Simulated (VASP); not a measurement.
# CdS (F-43m) in VASP: further runs

Runs on CdS. Level: PBEsol. Tasks: single point.

Program: VASP 6.6.1. These are calculated values, not measurements. Logs are shortened: lines on timing, memory, paths and dates and some standing lists are left out, and cuts for length are marked.

## (1) The cell of the first run

The structure is cubic, space group F-43m (No. 216). The conventional cell has a = 5.925 Å, b = 5.925 Å, c = 5.925 Å, α = 90.00°, β = 90.00°, γ = 90.00°. Within 3.4 Å of Cd (site symmetry -43m) lie 4 S at 2.57 Å. S (site symmetry -43m) has 4 Cd at 2.57 Å within 3.4 Å.

## (2) Single point, PBEsol (volume scaled by 1.02)

INCAR reads:

```
PREC     = Accurate       # precision mode
ENCUT    = 520            # plane-wave cutoff, eV
EDIFF    = 1E-6           # SCF threshold, eV
ISMEAR   = -1             # smearing method
SIGMA    = 0.02           # smearing width, eV
LREAL    = False          # projectors in reciprocal space
LASPH    = True           # aspherical terms in the spheres
NELM     = 80             # most SCF steps
ALGO     = Normal         # electronic algorithm
ISIF     = 2              # what is computed and relaxed
LWAVE    = False          # write WAVECAR
LCHARG   = False          # write CHGCAR
GGA      = PS             # functional
NBANDS   = 16             # bands
```

KPOINTS reads:

```
regular mesh
0
Gamma
  7 7 7
```

POSCAR reads:

```
CdS
1.0
    0.0000000000      2.9624437910      2.9624437910
    2.9624437910      0.0000000000      2.9624437910
    2.9624437910      2.9624437910      0.0000000000
Cd S
1 1
Direct
    0.0000000000      0.0000000000      0.0000000000
    0.7500000000      0.7500000000      0.7500000000
```

Potentials or basis: VASP PAW PBE potentials, release 64 (Cd, S).

On the command line:

```bash
$ cat potpaw_PBE.64/Cd/POTCAR potpaw_PBE.64/S/POTCAR > POTCAR
$ mpirun -np 1 vasp_std > vasp.out
```

OUTCAR:

```text
PREC = Accurate
   ENCUT = 520
   EDIFF = 1E-6
   ISMEAR = -1
   LREAL = False
   LASPH = True
   NELM = 80
   ISIF = 2
   GGA = PS

 ion  position               nearest neighbor table
   1  0.000  0.000  0.000-   2 2.57   2 2.57   2 2.57   2 2.57
   2  0.750  0.750  0.750-   1 2.57   1 2.57   1 2.57   1 2.57

  LATTYP: Found a face centered cubic cell.
 ALAT       =     5.9248875820

  Lattice vectors:

 A1 = (   0.0000000000,   2.9624437910,   2.9624437910)
 A2 = (   2.9624437910,   0.0000000000,   2.9624437910)
 A3 = (   2.9624437910,   2.9624437910,   0.0000000000)

Analysis of symmetry for initial positions (statically):
=====================================================================
 Subroutine PRICEL returns:
 Original cell was already a primitive cell.

 Routine SETGRP: Setting up the symmetry group for a
 face centered cubic supercell.

 Subroutine GETGRP returns: Found 24 space group operations
 (whereof 24 operations were pure point group operations)
 out of a pool of 48 trial point group operations.

The static configuration has the point symmetry T_d .

Analysis of symmetry for dynamics (positions and initial velocities):
=====================================================================
 Subroutine PRICEL returns:
 Original cell was already a primitive cell.

 Routine SETGRP: Setting up the symmetry group for a
 face centered cubic supercell.

 Subroutine GETGRP returns: Found 24 space group operations
 (whereof 24 operations were pure point group operations)
 out of a pool of 48 trial point group operations.

The dynamic configuration has the point symmetry T_d .

 Subroutine INISYM returns: Found 24 space group operations
 (whereof 24 operations are pure point group operations),
 and found     1 'primitive' translations

----------------------------------------------------------------------------------------

                                     Primitive cell

  volume of cell :      51.9972

  direct lattice vectors                    reciprocal lattice vectors
     0.000000000  2.962443791  2.962443791    -0.168779574  0.168779574  0.168779574
     2.962443791  0.000000000  2.962443791     0.168779574 -0.168779574  0.168779574
     2.962443791  2.962443791  0.000000000     0.168779574  0.168779574 -0.168779574

  length of vectors
     4.189528187  4.189528187  4.189528187     0.292334797  0.292334797  0.292334797

  position of ions in fractional coordinates (direct lattice)
     0.000000000  0.000000000  0.000000000
     0.750000000  0.750000000  0.750000000

  ion indices of the primitive-cell ions
   primitive index   ion index
                 1           1
                 2           2

----------------------------------------------------------------------------------------

 KPOINTS: regular mesh

Automatic generation of k-mesh.
 Grid dimensions read from file:
 generate k-points for:    7    7    7

 Generating k-lattice:

  Cartesian coordinates                     Fractional coordinates (reciprocal lattice)
    -0.024111368  0.024111368  0.024111368     0.142857143  0.000000000  0.000000000
     0.024111368 -0.024111368  0.024111368     0.000000000  0.142857143  0.000000000
     0.024111368  0.024111368 -0.024111368     0.000000000  0.000000000  0.142857143

  Length of vectors
     0.041762114  0.041762114  0.041762114

  Shift w.r.t. Gamma in fractional coordinates (k-lattice)
     0.000000000  0.000000000  0.000000000

 Subroutine IBZKPT returns following result:
 ===========================================

 Found     20 irreducible k-points:

 Following reciprocal coordinates:
            Coordinates               Weight
  0.000000  0.000000  0.000000      1.000000
  0.142857  0.000000  0.000000      8.000000
  0.285714  0.000000  0.000000      8.000000
  0.428571  0.000000  0.000000      8.000000
  0.142857  0.142857  0.000000      6.000000
  0.285714  0.142857  0.000000     24.000000
[... 12 lines left out ...]
 -0.428571  0.428571  0.142857     24.000000
 -0.285714  0.428571  0.142857     24.000000
   k-points           NKPTS =     20   k-points in BZ     NKDIM =     20   number of bands    NBANDS=     16
   number of dos      NEDOS =    301   number of ions     NIONS =      2
   total plane-waves  NPLWV =  32768
   dimension x,y,z NGX =    32 NGY =   32 NGZ =   32
   dimension x,y,z NGXF=    64 NGYF=   64 NGZF=   64
   ions per type =               1   1
   NGX,Y,Z   is equivalent  to a cutoff of  12.70, 12.70, 12.70 a.u.
   NGXF,Y,Z  is equivalent  to a cutoff of  25.40, 25.40, 25.40 a.u.
 SYSTEM =  unknown system
   PREC   = accura    normal or accurate (medium, high low for compatibility)
   ISTART =      0    job   : 0-new  1-cont  2-samecut
   ICHARG =      2    charge: 1-file 2-atom 10-const
   ISPIN  =      1    spin polarized calculation?
   LNONCOLLINEAR =      F non collinear calculations
   LSORBIT =      F    spin-orbit coupling
   LASPH  =      T    aspherical Exc in radial PAW
   ENCUT  =  520.0 eV  38.22 Ry    6.18 a.u.   7.79  7.79  7.79*2*pi/ulx,y,z
   NELM   =     80;   NELMIN=  2; NELMDL= -5     # of ELM steps
   EDIFF  = 0.1E-05   stopping-criterion for ELM
   LREAL  =      F    real-space projection
   EDIFFG = 0.1E-04   stopping-criterion for IOM
   NSW    =      0    number of steps for IOM
   IBRION =     -1    ionic relax: 0-MD 1-quasi-New 2-CG
   NFREE  =      0    steps in history (QN), initial steepest desc. (CG)
   ISIF   =      2    stress and relaxation
   ISYM   =      2    0-nonsym 1-usesym 2-fastsym
   POTIM  = 0.5000    time-step for ionic-motion
   TEBEG  =    0.0;   TEEND  =   0.0 temperature during run
   PSTRESS=    0.0 pullay stress
   NELECT =      18.0000    total number of electrons
   NUPDOWN=      -1.0000    fix difference up-down
   EMIN   =  10.00;   EMAX   =-10.00  energy-range for DOS
   EFERMI =   0.00;   METHOD = LEGACY
   ISMEAR =    -1;   SIGMA  =   0.02  broadening in eV -4-tet -1-fermi 0-gaus
   EFERMI_NEDOS =   21; number of points for ismear=-14 and -15
   IALGO  =     38    algorithm
   IMIX   =      4    mixing-type and parameters
     AMIX     =   0.40;   BMIX     =  1.00
     AMIX_MAG =   1.60;   BMIX_MAG =  1.00
  volume/ion in A,a.u.               =      26.00       175.45
  Fermi-wavevector in a.u.,A,eV,Ry     =   1.149491  2.172223 17.977778  1.321329
  Thomas-Fermi vector in A             =   2.286160
   LORBIT       =      0    0 simple, 1 ext, 2 COOP (PROOUT), +10 PAW based schemes
   GGA     = PS    functional components
   LHFCALC =     F    Hartree Fock is set to
   AEXX    =    0.0000 exact exchange contribution
   IVDW    =     0    specifies the selected vdW correction
   LEPSILON=     F    determine dielectric tensor
   LRPA    =     F    only Hartree local field effects (RPA)
 non-spin polarized calculation
  energy-cutoff  :      520.00
  volume of cell :       52.00
 maximum number of plane-waves:      1416
   NGX = 15   NGY = 15   NGZ = 15

 number of electron      18.0000002 magnetization

 Free energy of the ion-electron system (eV)
  ---------------------------------------------------
  ext. energy  EPLUGINS =         0.00000000
  ---------------------------------------------------
  free energy    TOTEN  =        -6.79488109 eV

  energy without entropy =       -6.79488109  energy(sigma->0) =       -6.79488109

 E-fermi :   1.2850     XC(G=0):  -9.1593

 val. band max:        0.8219119236   @ k =   0.0000   0.0000   0.0000
 cond. band min:       1.7308460939   @ k =   0.0000   0.0000   0.0000
 fundamental gap:      0.9089341703
 Fermi energy:         1.2850280857

 k-point     1 :       0.0000    0.0000    0.0000
  band No.  band energies     occupation
      1     -11.2830      2.00000
      2      -6.7453      2.00000
      3      -6.7453      2.00000
      4      -6.7453      2.00000
      5      -6.3190      2.00000
      6      -6.3190      2.00000
[... 8 lines left out ...]
     15      12.1916      0.00000
     16      12.1916      0.00000

 k-point     2 :       0.1429    0.0000    0.0000
  band No.  band energies     occupation
      1     -11.2090      2.00000
      2      -6.7196      2.00000
      3      -6.7196      2.00000
      4      -6.6781      2.00000
      5      -6.3199      2.00000
      6      -6.3199      2.00000
[... 8 lines left out ...]
     15      11.4842      0.00000
     16      12.3989      0.00000

 k-point     3 :       0.2857    0.0000    0.0000
  band No.  band energies     occupation
      1     -11.0417      2.00000
      2      -6.6698      2.00000
      3      -6.6698      2.00000
      4      -6.4367      2.00000
      5      -6.3112      2.00000
      6      -6.3112      2.00000
[... 8 lines left out ...]
     15      11.4647      0.00000
     16      11.6530      0.00000

 k-point     4 :       0.4286    0.0000    0.0000
  band No.  band energies     occupation
      1     -10.9078      2.00000
      2      -6.6409      2.00000
      3      -6.6409      2.00000
      4      -6.2901      2.00000
      5      -6.2901      2.00000
      6      -6.0624      2.00000
[... 8 lines left out ...]
     15      12.7230      0.00000
     16      12.7230      0.00000

 k-point     5 :       0.1429    0.1429    0.0000
  band No.  band energies     occupation
      1     -11.1846      2.00000
      2      -6.6942      2.00000
      3      -6.6942      2.00000
      4      -6.6897      2.00000
      5      -6.3366      2.00000
      6      -6.3046      2.00000
[... 8 lines left out ...]
     15      12.3316      0.00000
     16      13.2887      0.00000

 k-point     6 :       0.2857    0.1429    0.0000
  band No.  band energies     occupation
      1     -11.0489      2.00000
      2      -6.6617      2.00000
      3      -6.6385      2.00000
      4      -6.5232      2.00000
      5      -6.3286      2.00000
      6      -6.2907      2.00000
[... 8 lines left out ...]
     15      12.3037      0.00000
     16      13.2870      0.00000

 k-point     7 :       0.4286    0.1429    0.0000
  band No.  band energies     occupation
      1     -10.9050      2.00000
      2      -6.6302      2.00000
      3      -6.6029      2.00000
      4      -6.3609      2.00000
      5      -6.2789      2.00000
      6      -6.1114      2.00000
[... 8 lines left out ...]
     15      12.9451      0.00000
     16      13.1280      0.00000

 k-point     8 :      -0.4286    0.1429    0.0000
  band No.  band energies     occupation
      1     -10.8611      2.00000
      2      -6.6205      2.00000
      3      -6.6027      2.00000
      4      -6.3141      2.00000
      5      -6.2937      2.00000
      6      -5.9359      2.00000
[... 8 lines left out ...]
     15      12.5167      0.00000
     16      13.0567      0.00000

 k-point     9 :      -0.2857    0.1429    0.0000
  band No.  band energies     occupation
      1     -10.9490      2.00000
      2      -6.6349      2.00000
      3      -6.6297      2.00000
      4      -6.3446      2.00000
      5      -6.3264      2.00000
      6      -6.2051      2.00000
[... 8 lines left out ...]
     15      12.5560      0.00000
     16      13.1849      0.00000
[... 96 lines left out ...]
 k-point    15 :       0.4286    0.4286    0.0000
  band No.  band energies     occupation
      1     -10.7911      2.00000
      2      -6.5425      2.00000
      3      -6.4536      2.00000
      4      -6.4536      2.00000
      5      -6.2458      2.00000
      6      -5.9948      2.00000
[... 8 lines left out ...]
     15      13.0855      0.00000
     16      14.6715      0.00000

 k-point    16 :      -0.4286    0.4286    0.0000
  band No.  band energies     occupation
      1     -10.7681      2.00000
      2      -6.5483      2.00000
      3      -6.4525      2.00000
      4      -6.4327      2.00000
      5      -6.2561      2.00000
      6      -5.8582      2.00000
[... 8 lines left out ...]
     15      13.3159      0.00000
     16      14.2702      0.00000

 k-point    17 :       0.4286    0.2857    0.1429
  band No.  band energies     occupation
      1     -10.9258      2.00000
      2      -6.6087      2.00000
      3      -6.5901      2.00000
      4      -6.4231      2.00000
      5      -6.2911      2.00000
      6      -6.1952      2.00000
[... 8 lines left out ...]
     15      13.1572      0.00000
     16      14.4623      0.00000

 k-point    18 :      -0.4286    0.2857    0.1429
  band No.  band energies     occupation
      1     -10.8288      2.00000
      2      -6.5878      2.00000
      3      -6.5564      2.00000
      4      -6.3624      2.00000
      5      -6.2925      2.00000
      6      -5.9130      2.00000
[... 8 lines left out ...]
     15      12.8719      0.00000
     16      14.0405      0.00000

 k-point    19 :      -0.4286    0.4286    0.1429
  band No.  band energies     occupation
      1     -10.7871      2.00000
      2      -6.5409      2.00000
      3      -6.5109      2.00000
      4      -6.4076      2.00000
      5      -6.2708      2.00000
      6      -5.8779      2.00000
[... 8 lines left out ...]
     15      13.5864      0.00000
     16      13.9470      0.00000

 k-point    20 :      -0.2857    0.4286    0.1429
  band No.  band energies     occupation
      1     -10.7771      2.00000
      2      -6.5554      2.00000
      3      -6.5138      2.00000
      4      -6.3640      2.00000
      5      -6.3023      2.00000
      6      -5.7792      2.00000
[... 8 lines left out ...]
     15      12.9188      0.00000
     16      14.5504      0.00000

------------------------ aborting loop because EDIFF is reached ----------------------------------------

  FORCE on cell =-STRESS in cart. coord.  units (eV):
  Direction    XX          YY          ZZ          XY          YZ          ZX
  --------------------------------------------------------------------------------------
  -------------------------------------------------------------------------------------
  Total       -0.8058429     -0.8058429     -0.8058429      0.0000000      0.0000000      0.0000000
  in kB      -24.8302213    -24.8302213    -24.8302213      0.0000000      0.0000000      0.0000000
  external PRESSURE =     -24.8302213 kB  Pullay stress =       0.0000000 kB

 VOLUME and BASIS-vectors are now :
 -----------------------------------------------------------------------------
  energy-cutoff  :      520.00
  volume of cell :       52.00
      direct lattice vectors                 reciprocal lattice vectors
     0.000000000  2.962443791  2.962443791    -0.168779574  0.168779574  0.168779574
     2.962443791  0.000000000  2.962443791     0.168779574 -0.168779574  0.168779574
     2.962443791  2.962443791  0.000000000     0.168779574  0.168779574 -0.168779574

 POSITION                                       TOTAL-FORCE (eV/Angst)
 -----------------------------------------------------------------------------------
      0.00000      0.00000      0.00000        -0.000000      0.000000     -0.000000
      4.44367      4.44367      4.44367         0.000000     -0.000000      0.000000
 -----------------------------------------------------------------------------------
    total drift:                                0.000000      0.000000      0.000000

  FREE ENERGIE OF THE ION-ELECTRON SYSTEM (eV)
  ---------------------------------------------------
  free  energy   TOTEN  =        -6.7948810940 eV

  energy  without entropy=       -6.7948810940  energy(sigma->0) =       -6.79488109
```

Run time: 11 s. Hardware: 1 thread of Intel Xeon 6975P-C (Granite Rapids), shared host; peak memory 0.17 GiB.

Results:

| Property | Result |
| --- | --- |
| Free energy | -6.7949 eV |
| Pressure | -2.5 GPa |
| Band gap on the k mesh | 0.91 eV, direct |

Levels at points of the mesh, in eV from the valence-band top:
| k point | band 7 | band 8 | band 9 | band 10 | band 11 | band 12 |
| --- | --- | --- | --- | --- | --- | --- |
| (0.00, 0.00, 0.00) | 0.00 | 0.00 | 0.00 | 0.91 | 6.45 | 6.45 |

Caveat: the PAW data sets were made with another functional, which shifts forces and pressure a little.

## (3) Single point, PBEsol (volume scaled by 1.04)

INCAR reads:

```
PREC = Accurate ; ENCUT = 520
EDIFF = 1E-6 ; ISMEAR = -1
SIGMA = 0.02 ; LREAL = F
LASPH = T ; NELM = 80
ALGO = Normal ; ISIF = 2
LWAVE = F ; LCHARG = T
GGA = PS ; LELF = T
LVHAR = T ; NBANDS = 16
```

KPOINTS is that of step 2.

POSCAR reads:

```
CdS
1.0
    0.0000000000      2.9816809780      2.9816809780
    2.9816809780      0.0000000000      2.9816809780
    2.9816809780      2.9816809780      0.0000000000
Cd S
1 1
Direct
    0.0000000000      0.0000000000      0.0000000000
    0.7500000000      0.7500000000      0.7500000000
```

Potentials or basis: VASP PAW PBE potentials, release 64 (Cd, S).

On the command line:

```bash
$ cat potpaw_PBE.64/Cd/POTCAR potpaw_PBE.64/S/POTCAR > POTCAR
$ mpirun -np 1 vasp_std > vasp.out
```

Wall time 11 s (1 thread of Intel Xeon 6975P-C (Granite Rapids), shared host); peak memory 0.18 GiB.

Results (log left out):

```yaml
Free_energy: -6.7763 eV
Pressure: -3.4 GPa
Band_gap_on_the_k_mesh: 0.87 eV, direct
```

Levels at points of the mesh, in eV from the valence-band top:
| k point | band 6 | band 7 | band 8 | band 9 | band 10 | band 11 | band 12 | band 13 |
| --- | --- | --- | --- | --- | --- | --- | --- | --- |
| (0.00, 0.00, 0.00) | -7.11 | 0.00 | 0.00 | 0.00 | 0.87 | 6.45 | 6.45 | 6.45 |

Caveat: the PAW data sets were made with another functional, which shifts forces and pressure a little.

## (4) Single point, PBEsol (volume scaled by 1.04)

INCAR reads:

```
SYSTEM = CdS
ALGO     = Normal         ! electronic algorithm
EDIFF    = 1E-6           ! SCF threshold, eV
ENCUT    = 520            ! plane-wave cutoff, eV
GGA      = PS             ! functional
ISIF     = 2              ! what is computed and relaxed
ISMEAR   = -1             ! smearing method
LASPH    = .True.         ! aspherical terms in the spheres
LCHARG   = .True.         ! write CHGCAR
LELF     = .True.         ! ELF
LREAL    = .False.        ! projectors in reciprocal space
LVHAR    = .True.       
LWAVE    = .False.        ! write WAVECAR
NBANDS   = 16             ! bands
NELM     = 100            ! most SCF steps
PREC     = Accurate       ! precision mode
SIGMA    = 0.02           ! smearing width, eV
```

KPOINTS reads:

```
k-points
0
Gamma
  7 7 7
  0 0 0
```

POSCAR is that of step 3.

On the command line:

```bash
$ cat potpaw_PBE.64/Cd/POTCAR potpaw_PBE.64/S/POTCAR > POTCAR
$ mpirun -np 1 vasp_std > vasp.out
```

It took 9.4 s on 1 thread of Intel Xeon 6975P-C (Granite Rapids), shared host; peak memory 0.18 GiB.

Results (log left out):

| Item | Value |
| --- | --- |
| Free energy | -6.7763 eV |
| Pressure | -3.4 GPa |
| Band gap on the k mesh | 0.87 eV, direct |

Levels at points of the mesh, in eV from the valence-band top:
```tsv
k point	band 5	band 6	band 7	band 8	band 9	band 10	band 11	band 12	band 13	band 14
(0.00, 0.00, 0.00)	-7.11	-7.11	0.00	0.00	0.00	0.87	6.45	6.45	6.45	10.85
```

Caveat: the PAW data sets were made with another functional, which shifts forces and pressure a little.

[end of part 1 of 2]
